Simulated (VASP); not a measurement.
A run of VASP 6.6.1 is set up as follows.

File INCAR:

```
SYSTEM = NaI
PREC     = Accurate       ! precision mode
ENCUT    = 520            ! plane-wave cutoff, eV
EDIFF    = 1E-8           ! SCF threshold, eV
ISMEAR   = -1             ! smearing method
SIGMA    = 0.02           ! smearing width, eV
LREAL    = .FALSE.        ! projectors in reciprocal space
LASPH    = .TRUE.         ! aspherical terms in the spheres
NELM     = 80             ! most SCF steps
ALGO     = Normal         ! electronic algorithm
ISIF     = 2              ! what is computed and relaxed
LWAVE    = .FALSE.        ! write WAVECAR
LCHARG   = .FALSE.        ! write CHGCAR
GGA      = PE             ! functional
LEFG     = .TRUE.       
NBANDS   = 14             ! bands
```

File KPOINTS:

```
Automatic mesh
0
G
  8 8 8
  0 0 0
```

File POSCAR:

```
NaI
1.0
    0.0323640000      3.2364000000      3.2364000000
    3.2364000000      0.0323640000      3.2364000000
    3.2687640000      3.2687640000      0.0000000000
Na I
1 1
Direct
    0.0000000000      0.0000000000      0.0000000000
    0.5000000000      0.5000000000      0.5000000000
```

Potentials or basis: VASP PAW PBE potentials, release 64 (Na_pv, I).

Run with:

```console
$ cat potpaw_PBE.64/Na_pv/POTCAR potpaw_PBE.64/I/POTCAR > POTCAR
$ mpirun -np 1 vasp_std > vasp.out
```

Q: Estimate the pressure.

A: 0.4 GPa.

Q: What does it give for the band gap on the k mesh?

A: 3.59 eV, direct.

Stress tensor (GPa, compression positive):
```
 0.43 -0.14  0.00
-0.14  0.43  0.00
 0.00  0.00  0.43
```

Caveat: the cell differs from its parent crystal (xy shear strain of +2 %); without QUAD_EFG the Cq values of the log hold for a quadrupole moment of 1 mb, not for the nuclei; spin-orbit coupling is left out, which moves the levels of the heavy elements.
